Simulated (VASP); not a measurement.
A run of VASP 6.6.1:

File INCAR:

```
PREC = Accurate ; ENCUT = 600
EDIFF = 1E-6 ; ISMEAR = 0
SIGMA = 0.1 ; LREAL = F
LASPH = T ; NELM = 100
ALGO = Normal ; ISIF = 3
LWAVE = F ; LCHARG = F
GGA = PE ; IBRION = 2
NSW = 100 ; EDIFFG = -0.01
```

Contents of KPOINTS:

```
Automatic mesh
0
Gamma
  10 10 12
```

The input POSCAR:

```
Hg2S
1.0
    5.2977329356      0.0000000000      0.0000000000
    0.0000000000      5.2977329356      0.0000000000
    0.0000000000      0.0000000000      3.9672627203
Hg S
2 1
Direct
    0.5000000000      0.0000000000      0.0000000000
    0.0000000000      0.5000000000      0.0000000000
    0.0000000000      0.0000000000      0.0000000000
```

Potentials or basis: VASP PAW PBE potentials, release 64 (Hg, S).

Run with:

```sh
$ cat potpaw_PBE.64/Hg/POTCAR potpaw_PBE.64/S/POTCAR > POTCAR
$ mpirun -np 1 vasp_std > vasp.out
```

Hardware: 1 thread of Intel(R) Xeon(R) 6975P-C (Granite Rapids) (shared host).

Question: How long does it take, and how much memory?

Answer: It took 16 min on 1 thread of Intel(R) Xeon(R) 6975P-C (Granite Rapids) (shared host), peak memory 0.51 GiB. Counts: scf iterations 117, k points 147, ion steps 13.
